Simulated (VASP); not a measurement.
Wanted: the native input for a VASP 6.6.1 run.

| Quantity | Value |
| --- | --- |
| Task | single point |
| Functional | r2SCAN |
| Potentials or basis | VASP PAW PBE potentials, release 64 (Cl) |
| Cutoff | 520 eV |
| k mesh | 8 × 8 × 4 |
| Occupations | fermi-dirac, width 0.05 eV |
| Spin | no spin polarisation |
| Dipole correction | no |
| Further INCAR settings | ALGO = Normal; EDIFF = 1e-06; NBANDS = 22 |

Cl:

```
CELL_PARAMETERS angstrom
3.39004 -2.15221 0.00000
3.39004 2.15221 0.00000
0.00000 0.00000 8.58378
ATOMIC_POSITIONS crystal
Cl 0.88042 0.11958 0.10584
Cl 0.61958 0.38042 0.60584
Cl 0.11958 0.88042 0.89416
Cl 0.38042 0.61958 0.39416
```

The input as run:

POSCAR

```
Cl
1.0
    3.3900381429     -2.1522106282      0.0000000000
    3.3900381429      2.1522106282      0.0000000000
    0.0000000000      0.0000000000      8.5837792568
Cl
4
Direct
    0.8804188760      0.1195811240      0.1058368649
    0.6195811240      0.3804188760      0.6058368649
    0.1195811240      0.8804188760      0.8941631351
    0.3804188760      0.6195811240      0.3941631351
```

INCAR.step1

```
SYSTEM = Cl
ALGO = Normal
EDIFF = 1E-4
ENCUT = 520
GGA = PE
ISMEAR = -1
LASPH = .True.
LCHARG = .False.
LREAL = .False.
LWAVE = .True.
NBANDS = 22
NELM = 60
PREC = Accurate
SIGMA = 0.05
```

INCAR.step2

```
SYSTEM = Cl
ALGO = Normal
EDIFF = 1E-6
ENCUT = 520
ISIF = 2
ISMEAR = -1
ISTART = 1
LASPH = .True.
LCHARG = .True.
LELF = .True.
LMIXTAU = .True.
LREAL = .False.
LVHAR = .True.
LWAVE = .False.
METAGGA = R2SCAN
NBANDS = 22
NELM = 60
PREC = Accurate
SIGMA = 0.05
```

KPOINTS

```
k-points
0
Gamma
  8 8 4
  0 0 0
```

Potentials or basis: VASP PAW PBE potentials, release 64 (Cl).

Launch:

```bash
$ cat potpaw_PBE.64/Cl/POTCAR > POTCAR
$ cp INCAR.step1 INCAR
$ mpirun -np 1 vasp_std > vasp.out
$ cp INCAR.step2 INCAR
$ mpirun -np 1 vasp_std > vasp.out
```

It gave:

```
Pressure               : -3.1 GPa
Largest force          : 1.265 eV/Å
Band gap on the k mesh : 2.28 eV
```

Caveat: the cell stands under tension; the PAW data sets were made with another functional, which shifts forces and pressure a little.

Wall time 11 min on 1 thread of Oxide Virtual Turin-like Processor, with other jobs on the host, peak memory 0.27 GiB.
